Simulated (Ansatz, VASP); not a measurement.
## Nb2B in VASP and in Ansatz

```xyz
3
Lattice="0.0000 2.8171 2.8171 2.8171 0.0000 2.8171 2.8171 2.8171 0.0000" Properties=species:S:1:pos:R:3 pbc="T T T"
Nb    1.4085    1.4085    1.4085
Nb    4.2256    4.2256    4.2256
B     0.0000    0.0000    0.0000
```

Change from the starting cell: species swapped into the Li2S type (Fm-3m, No. 225).

Alike in both runs: functional PBE; k mesh 14 × 14 × 14; occupations gaussian, width 0.1 eV; no spin polarisation.

Ansatz relaxed the structure, and its values are those at the end. VASP's run is a single point on that final structure, the one shown.

```csv
,VASP,Ansatz
version,VASP 6.6.1,Ansatz 0.2.0
potentials or method,"VASP PAW PBE potentials, release 64 (Nb_sv, B), cutoff 520 eV","scalar-relativistic, plane waves, PAW"
valence electrons in the cell,29,29
```

```csv
,VASP,Ansatz,Ansatz less VASP
gap on the k mesh at the Fermi level (eV),none,none,-
pressure (GPa),-0.3,0.0,+0.31
```

A gap of «none» marks a metal or a gap that the smearing closes. The functional is the same, so the differences come from potentials, cutoffs and numerics.
